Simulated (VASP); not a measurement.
# FeSi (P2_13) in VASP: a series of runs

FeSi is run at these levels: PBE, r2SCAN; tasks: single point.

Program: VASP 6.6.1. These are calculated values, not measurements. Logs are shortened: lines on timing, memory, paths and dates and some standing lists are left out, and cuts for length are marked.

## Step 1: The cell of the first run

Symmetry: P2_13, No. 198, cubic system. The conventional cell has a = 4.535 Å, b = 4.535 Å, c = 4.535 Å, α = 90.00°, β = 90.00°, γ = 90.00°. Within 3.1 Å of Fe (site symmetry 3) lie 7 Si at 2.32 to 2.55 Å and 6 Fe at 2.78 Å. Si (site symmetry 3) has 7 Fe at 2.32 to 2.55 Å and 6 Si at 2.81 Å within 3.1 Å.

## Step 2: Single point, PBE (11.66 Å³/atom)

The input, INCAR:

```
SYSTEM = FeSi
  PREC = Accurate
  ENCUT = 520
  EDIFF = 1E-6
  ISMEAR = 0
  SIGMA = 0.01
  LREAL = .FALSE.
  LASPH = .TRUE.
  NELM = 60
  ALGO = Normal
  ISIF = 2
  LWAVE = .FALSE.
  LCHARG = .FALSE.
  GGA = PE
  NBANDS = 34
```

The input, KPOINTS:

```
Automatic mesh
0
G
  6 6 6
  0 0 0
```

The input, POSCAR:

```
FeSi
1.0
    4.5352893594      0.0000000000      0.0000000000
    0.0000000000      4.5352893594      0.0000000000
    0.0000000000      0.0000000000      4.5352893594
Fe Si
4 4
Direct
    0.1360028767      0.1360028767      0.1360028767
    0.3639971233      0.8639971233      0.6360028767
    0.6360028767      0.3639971233      0.8639971233
    0.8639971233      0.6360028767      0.3639971233
    0.8407333115      0.8407333115      0.8407333115
    0.6592666885      0.1592666885      0.3407333115
    0.3407333115      0.6592666885      0.1592666885
    0.1592666885      0.3407333115      0.6592666885
```

Potentials or basis: VASP PAW PBE potentials, release 64 (Fe, Si).

The run is started by

```sh
$ cat potpaw_PBE.64/Fe/POTCAR potpaw_PBE.64/Si/POTCAR > POTCAR
$ mpirun -np 1 vasp_std > vasp.out
```

OUTCAR:

```text
SYSTEM = FeSi
   PREC = Accurate
   ENCUT = 520
   EDIFF = 1E-6
   ISMEAR = 0
   LREAL = .FALSE.
   LASPH = .TRUE.
   NELM = 60
   ISIF = 2
   GGA = PE

 ion  position               nearest neighbor table
   1  0.136  0.136  0.136-   5 2.32   6 2.36   7 2.36   8 2.36   7 2.55   8 2.55   6 2.55   3 2.78
                             4 2.78   2 2.78   2 2.78   4 2.78   3 2.78
   2  0.364  0.864  0.636-   6 2.32   5 2.36   7 2.36   8 2.36   7 2.55   8 2.55   5 2.55   1 2.78
                             1 2.78   3 2.78   3 2.78   4 2.78   4 2.78
   3  0.636  0.364  0.864-   7 2.32   6 2.36   5 2.36   8 2.36   8 2.55   6 2.55   5 2.55   1 2.78
                             4 2.78   2 2.78   2 2.78   4 2.78   1 2.78
   4  0.864  0.636  0.364-   8 2.32   6 2.36   7 2.36   5 2.36   6 2.55   5 2.55   7 2.55   1 2.78
                             3 2.78   2 2.78   1 2.78   2 2.78   3 2.78
   5  0.841  0.841  0.841-   1 2.32   2 2.36   3 2.36   4 2.36   3 2.55   4 2.55   2 2.55   6 2.81
                             7 2.81   8 2.81   6 2.81   8 2.81   7 2.81
   6  0.659  0.159  0.341-   2 2.32   1 2.36   3 2.36   4 2.36   3 2.55   4 2.55   1 2.55   8 2.81
                             5 2.81   5 2.81   7 2.81   7 2.81   8 2.81
   7  0.341  0.659  0.159-   3 2.32   2 2.36   1 2.36   4 2.36   4 2.55   2 2.55   1 2.55   8 2.81
                             5 2.81   8 2.81   6 2.81   6 2.81   5 2.81
   8  0.159  0.341  0.659-   4 2.32   2 2.36   3 2.36   1 2.36   2 2.55   1 2.55   3 2.55   7 2.81
                             5 2.81   7 2.81   5 2.81   6 2.81   6 2.81

  LATTYP: Found a simple cubic cell.
 ALAT       =     4.5352893594

  Lattice vectors:

 A1 = (   4.5352893594,   0.0000000000,   0.0000000000)
 A2 = (   0.0000000000,   4.5352893594,   0.0000000000)
 A3 = (   0.0000000000,   0.0000000000,   4.5352893594)

Analysis of symmetry for initial positions (statically):
=====================================================================
 Subroutine PRICEL returns:
 Original cell was already a primitive cell.

 Routine SETGRP: Setting up the symmetry group for a
 simple cubic supercell.

 Subroutine GETGRP returns: Found 12 space group operations
 (whereof  3 operations were pure point group operations)
 out of a pool of 48 trial point group operations.

The static configuration has the point symmetry C_3 .
 The point group associated with its full space group is T   .

Analysis of symmetry for dynamics (positions and initial velocities):
=====================================================================
 Subroutine PRICEL returns:
 Original cell was already a primitive cell.

 Routine SETGRP: Setting up the symmetry group for a
 simple cubic supercell.

 Subroutine GETGRP returns: Found 12 space group operations
 (whereof  3 operations were pure point group operations)
 out of a pool of 48 trial point group operations.

The dynamic configuration has the point symmetry C_3 .
 The point group associated with its full space group is T   .

 Subroutine INISYM returns: Found 12 space group operations
 (whereof  3 operations are pure point group operations),
 and found     1 'primitive' translations

----------------------------------------------------------------------------------------

                                     Primitive cell

  volume of cell :      93.2857

  direct lattice vectors                    reciprocal lattice vectors
     4.535289359  0.000000000  0.000000000     0.220493098  0.000000000  0.000000000
     0.000000000  4.535289359  0.000000000     0.000000000  0.220493098  0.000000000
     0.000000000  0.000000000  4.535289359     0.000000000  0.000000000  0.220493098

  length of vectors
     4.535289359  4.535289359  4.535289359     0.220493098  0.220493098  0.220493098

  position of ions in fractional coordinates (direct lattice)
     0.136002877  0.136002877  0.136002877
     0.363997123  0.863997123  0.636002877
     0.636002877  0.363997123  0.863997123
     0.863997123  0.636002877  0.363997123
     0.840733312  0.840733312  0.840733312
     0.659266688  0.159266688  0.340733312
     0.340733312  0.659266688  0.159266688
     0.159266688  0.340733312  0.659266688

  ion indices of the primitive-cell ions
   primitive index   ion index
                 1           1
                 2           2
                 3           3
                 4           4
                 5           5
                 6           6
                 7           7
                 8           8

----------------------------------------------------------------------------------------

 KPOINTS: Automatic mesh

Automatic generation of k-mesh.
 Grid dimensions read from file:
 generate k-points for:    6    6    6

 Generating k-lattice:

  Cartesian coordinates                     Fractional coordinates (reciprocal lattice)
     0.036748850  0.000000000  0.000000000     0.166666667  0.000000000  0.000000000
     0.000000000  0.036748850  0.000000000     0.000000000  0.166666667  0.000000000
     0.000000000  0.000000000  0.036748850     0.000000000  0.000000000  0.166666667

  Length of vectors
     0.036748850  0.036748850  0.036748850

  Shift w.r.t. Gamma in fractional coordinates (k-lattice)
     0.000000000  0.000000000  0.000000000

 Subroutine IBZKPT returns following result:
 ===========================================

 Found     24 irreducible k-points:

 Following reciprocal coordinates:
            Coordinates               Weight
  0.000000  0.000000  0.000000      1.000000
  0.166667  0.000000  0.000000      6.000000
  0.333333  0.000000  0.000000      6.000000
  0.500000  0.000000  0.000000      3.000000
  0.166667  0.166667  0.000000     12.000000
  0.333333  0.166667  0.000000     12.000000
[... 16 lines left out ...]
  0.500000  0.500000  0.333333      6.000000
  0.500000  0.500000  0.500000      1.000000
   k-points           NKPTS =     24   k-points in BZ     NKDIM =     24   number of bands    NBANDS=     34
   number of dos      NEDOS =    301   number of ions     NIONS =      8
   total plane-waves  NPLWV =  46656
   dimension x,y,z NGX =    36 NGY =   36 NGZ =   36
   dimension x,y,z NGXF=    72 NGYF=   72 NGZF=   72
   ions per type =               4   4
   NGX,Y,Z   is equivalent  to a cutoff of  13.20, 13.20, 13.20 a.u.
   NGXF,Y,Z  is equivalent  to a cutoff of  26.39, 26.39, 26.39 a.u.
 SYSTEM =  FeSi
   PREC   = accura    normal or accurate (medium, high low for compatibility)
   ISTART =      0    job   : 0-new  1-cont  2-samecut
   ICHARG =      2    charge: 1-file 2-atom 10-const
   ISPIN  =      1    spin polarized calculation?
   LNONCOLLINEAR =      F non collinear calculations
   LSORBIT =      F    spin-orbit coupling
   LASPH  =      T    aspherical Exc in radial PAW
   ENCUT  =  520.0 eV  38.22 Ry    6.18 a.u.   8.43  8.43  8.43*2*pi/ulx,y,z
   NELM   =     60;   NELMIN=  2; NELMDL= -5     # of ELM steps
   EDIFF  = 0.1E-05   stopping-criterion for ELM
   LREAL  =      F    real-space projection
   EDIFFG = 0.1E-04   stopping-criterion for IOM
   NSW    =      0    number of steps for IOM
   IBRION =     -1    ionic relax: 0-MD 1-quasi-New 2-CG
   NFREE  =      0    steps in history (QN), initial steepest desc. (CG)
   ISIF   =      2    stress and relaxation
   ISYM   =      2    0-nonsym 1-usesym 2-fastsym
   POTIM  = 0.5000    time-step for ionic-motion
   TEBEG  =    0.0;   TEEND  =   0.0 temperature during run
   PSTRESS=    0.0 pullay stress
   NELECT =      48.0000    total number of electrons
   NUPDOWN=      -1.0000    fix difference up-down
   EMIN   =  10.00;   EMAX   =-10.00  energy-range for DOS
   EFERMI =   0.00;   METHOD = LEGACY
   ISMEAR =     0;   SIGMA  =   0.01  broadening in eV -4-tet -1-fermi 0-gaus
   EFERMI_NEDOS =   21; number of points for ismear=-14 and -15
   IALGO  =     38    algorithm
   IMIX   =      4    mixing-type and parameters
     AMIX     =   0.40;   BMIX     =  1.00
     AMIX_MAG =   1.60;   BMIX_MAG =  1.00
  volume/ion in A,a.u.               =      11.66        78.69
  Fermi-wavevector in a.u.,A,eV,Ry     =   1.311848  2.479034 23.414887  1.720946
  Thomas-Fermi vector in A             =   2.442281
   LORBIT       =      0    0 simple, 1 ext, 2 COOP (PROOUT), +10 PAW based schemes
   GGA     = PE    functional components
   LHFCALC =     F    Hartree Fock is set to
   AEXX    =    0.0000 exact exchange contribution
   IVDW    =     0    specifies the selected vdW correction
   LEPSILON=     F    determine dielectric tensor
   LRPA    =     F    only Hartree local field effects (RPA)
 non-spin polarized calculation
 Gauss-broadening in eV      SIGMA  =   0.01
  energy-cutoff  :      520.00
  volume of cell :       93.29
 maximum number of plane-waves:      2528
 NGX is ok and might be reduce to    36
   NGX = 17   NGY = 17   NGZ = 17

 number of electron      47.9999998 magnetization

 Free energy of the ion-electron system (eV)
  ---------------------------------------------------
  ext. energy  EPLUGINS =         0.00000000
  ---------------------------------------------------
  free energy    TOTEN  =       -58.58097158 eV

  energy without entropy =      -58.58097158  energy(sigma->0) =      -58.58097158

 E-fermi :   9.0287     XC(G=0): -12.5121

 val. band max:        8.9851159344   @ k =   0.1667   0.1667   0.1667
 cond. band min:       9.1416869406   @ k =  -0.1667   0.3333   0.0000
 fundamental gap:      0.1565710062
 Fermi energy:         9.0287394355

 k-point     1 :       0.0000    0.0000    0.0000
  band No.  band energies     occupation
      1      -3.8025      2.00000
      2       1.3505      2.00000
      3       1.3505      2.00000
      4       1.3505      2.00000
      5       4.1722      2.00000
      6       4.1722      2.00000
[... 26 lines left out ...]
     33      13.0386      0.00000
     34      13.0386      0.00000

 k-point     2 :       0.1667    0.0000    0.0000
  band No.  band energies     occupation
      1      -3.6060      2.00000
      2       0.3188      2.00000
      3       1.4701      2.00000
      4       2.0529      2.00000
      5       3.6277      2.00000
      6       4.2919      2.00000
[... 806 lines left out ...]
 k-point    24 :       0.5000    0.5000    0.5000
  band No.  band energies     occupation
      1       0.1542      2.00000
      2       0.1542      2.00000
      3       0.1542      2.00000
      4       0.1542      2.00000
      5       2.7881      2.00000
      6       2.7881      2.00000
[... 26 lines left out ...]
     33      14.8110      0.00000
     34      14.8110      0.00000

------------------------ aborting loop because EDIFF is reached ----------------------------------------

  FORCE on cell =-STRESS in cart. coord.  units (eV):
  Direction    XX          YY          ZZ          XY          YZ          ZX
  --------------------------------------------------------------------------------------
  -------------------------------------------------------------------------------------
  Total       -6.8069829     -6.8069829     -6.8069829     -0.0000000     -0.0000000     -0.0000000
  in kB     -116.9096179   -116.9096179   -116.9096179     -0.0000000     -0.0000000     -0.0000000
  external PRESSURE =    -116.9096179 kB  Pullay stress =       0.0000000 kB

 VOLUME and BASIS-vectors are now :
 -----------------------------------------------------------------------------
  energy-cutoff  :      520.00
  volume of cell :       93.29
      direct lattice vectors                 reciprocal lattice vectors
     4.535289359  0.000000000  0.000000000     0.220493098  0.000000000  0.000000000
     0.000000000  4.535289359  0.000000000     0.000000000  0.220493098  0.000000000
     0.000000000  0.000000000  4.535289359     0.000000000  0.000000000  0.220493098

 POSITION                                       TOTAL-FORCE (eV/Angst)
 -----------------------------------------------------------------------------------
      0.61681      0.61681      0.61681        -0.109097     -0.109097     -0.109097
      1.65083      3.91848      2.88446         0.109097      0.109097     -0.109097
      2.88446      1.65083      3.91848        -0.109097      0.109097      0.109097
      3.91848      2.88446      1.65083         0.109097     -0.109097      0.109097
      3.81297      3.81297      3.81297        -0.059833     -0.059833     -0.059833
      2.98997      0.72232      1.54532         0.059833      0.059833     -0.059833
      1.54532      2.98997      0.72232        -0.059833      0.059833      0.059833
      0.72232      1.54532      2.98997         0.059833     -0.059833      0.059833
 -----------------------------------------------------------------------------------
    total drift:                               -0.000000     -0.000001      0.000000

  FREE ENERGIE OF THE ION-ELECTRON SYSTEM (eV)
  ---------------------------------------------------
  free  energy   TOTEN  =       -58.5809715832 eV

  energy  without entropy=      -58.5809715832  energy(sigma->0) =      -58.58097158
```

It took 46 s on 1 thread of Intel Xeon 6975P-C (Granite Rapids), shared host; peak memory 0.23 GiB.

Results:

```
Free energy            : -58.5810 eV
Pressure               : -11.7 GPa
Largest force          : 0.189 eV/Å
Band gap on the k mesh : 0.16 eV
```

Forces on the atoms (eV/Å):
```
Fe  -0.109 -0.109 -0.109
Fe   0.109  0.109 -0.109
Fe  -0.109  0.109  0.109
Fe   0.109 -0.109  0.109
Si  -0.060 -0.060 -0.060
Si   0.060  0.060 -0.060
Si  -0.060  0.060  0.060
Si   0.060 -0.060  0.060
```

Caveat: the cell stands under tension. A k mesh can miss the band edges.

## Step 3: Single point, r2SCAN (10.03 Å³/atom)

This run uses another cell than the first one, of 10.03 Å³/atom.

The input, POSCAR:

```
FeSi
1.0
    4.3131694497      0.0000000000      0.0000000000
    0.0000000000      4.3131694497      0.0000000000
    0.0000000000      0.0000000000      4.3131694497
Fe Si
4 4
Direct
    0.1366600336      0.1366600336      0.1366600336
    0.3633399664      0.8633399664      0.6366600336
    0.6366600336      0.3633399664      0.8633399664
    0.8633399664      0.6366600336      0.3633399664
    0.8411319744      0.8411319744      0.8411319744
    0.6588680256      0.1588680256      0.3411319744
    0.3411319744      0.6588680256      0.1588680256
    0.1588680256      0.3411319744      0.6588680256
```

The input, INCAR.step1:

```
SYSTEM = FeSi
PREC = Accurate
ENCUT = 520
ISMEAR = 0
SIGMA = 0.01
LREAL = .False.
LASPH = .True.
NELM = 60
NBANDS = 34
GGA = PE
ALGO = Normal
EDIFF = 1E-4
LWAVE = .True.
LCHARG = .False.
```

The input, INCAR.step2:

```
SYSTEM = FeSi
PREC = Accurate
ENCUT = 520
EDIFF = 1E-6
ISMEAR = 0
SIGMA = 0.01
LREAL = .False.
LASPH = .True.
NELM = 60
ALGO = Normal
ISIF = 2
LWAVE = .False.
LCHARG = .False.
METAGGA = R2SCAN
LMIXTAU = .True.
NBANDS = 34
ISTART = 1
```

The input, KPOINTS:

```
regular mesh
0
Gamma
  6 6 6
  0 0 0
```

Potentials or basis: VASP PAW PBE potentials, release 64 (Fe, Si).

The run is started by

```sh
$ cat potpaw_PBE.64/Fe/POTCAR potpaw_PBE.64/Si/POTCAR > POTCAR
$ cp INCAR.step1 INCAR
$ mpirun -np 1 vasp_std > vasp.out
$ cp INCAR.step2 INCAR
$ mpirun -np 1 vasp_std > vasp.out
```

It took 94 s on 1 thread of Intel Xeon 6975P-C (Granite Rapids), shared host; peak memory 0.22 GiB.

Results (log left out):

| Item | Value |
| --- | --- |
| Free energy | -94.4730 eV |
| Pressure | 18.8 GPa |
| Largest force | 0.328 eV/Å |
| Band gap on the k mesh | 0.34 eV (least direct gap 0.37 eV) |

Forces in eV/Å, atoms in the order of the input:
```
Fe   0.190  0.190  0.190
Fe  -0.190 -0.190  0.190
Fe   0.190 -0.190 -0.190
Fe  -0.190  0.190 -0.190
Si   0.079  0.079  0.079
Si  -0.079 -0.079  0.079
Si   0.079 -0.079 -0.079
Si  -0.079  0.079 -0.079
```

Levels at points of the mesh, in eV from the valence-band top:
| k point | band 22 | band 23 | band 24 | band 25 | band 26 | band 27 |
| --- | --- | --- | --- | --- | --- | --- |
| (0.00, 0.00, 0.00) | -0.42 | -0.14 | -0.14 | 0.91 | 0.91 | 0.91 |
| (0.50, 0.00, 0.00) | -0.54 | -0.06 | -0.06 | 0.38 | 0.38 | 2.10 |
| (0.50, 0.50, 0.00) | -1.21 | -0.50 | -0.50 | 0.87 | 0.87 | 1.68 |
| (0.50, 0.50, 0.50) | -0.89 | -0.89 | -0.89 | 0.78 | 0.78 | 0.78 |

Caveat: the cell stands under pressure; the PAW data sets were made with another functional, which shifts forces and pressure a little.

(Continued in part 2 of 2.)
